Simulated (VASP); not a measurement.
**CaH: single point with PBE**

The system is CaH.

```
Ca H
1.0
     3.30373    0.00000    0.00000
     0.00000    3.30373    0.00000
     0.00000    0.00000    4.01843
Ca H
1 1
Direct
  0.00000 0.00000 0.00000
  0.50000 0.50000 0.00000
```

```json
{
  "Program": "VASP 6.6.1",
  "Task": "single point",
  "Functional": "PBE",
  "Potentials or basis": "VASP PAW PBE potentials, release 64 (Ca_sv, H)",
  "Cutoff": "520 eV",
  "k mesh": "16 × 16 × 14",
  "Occupations": "gaussian, width 0.1 eV",
  "Spin": "no spin polarisation",
  "Dipole correction": "no",
  "Further INCAR settings": "ALGO = Normal; EDIFF = 1e-07; NBANDS = 12"
}
```

* Pressure: 0.1 GPa

Stress tensor (GPa, compression positive):
```
0.11 0.00 0.00
0.00 0.11 0.00
0.00 0.00 0.00
```

Levels at points of the mesh, in eV from the Fermi level:
```
           k point  band 2  band 3  band 4  band 5  band 6  band 7  band 8  band 9  band 10  band 11
(0.00, 0.00, 0.00)  -22.89  -22.78  -22.78   -6.20   -0.41    0.89    4.20    4.20     4.60     5.37
(0.50, 0.00, 0.00)  -23.19  -22.85  -22.75   -3.99   -0.82    1.48    1.92    2.85     4.41     4.86
(0.50, 0.50, 0.00)  -23.11  -23.11  -22.81   -4.70    1.90    2.66    2.66    3.06     3.06     5.53
(0.00, 0.00, 0.50)  -22.95  -22.78  -22.78   -5.56   -1.03    1.07    3.70    3.70     4.05     4.62
(0.50, 0.00, 0.50)  -23.18  -22.90  -22.74   -3.52   -0.31    0.37    2.36    2.95     4.04     4.37
(0.50, 0.50, 0.50)  -23.10  -23.10  -22.86   -4.47    1.20    1.20    4.54    5.06     5.06     5.36
```

Run time: 87 s on 1 thread of AMD EPYC 9R45 96-Core Processor (Zen 5), on a shared host, peak memory 0.29 GiB.
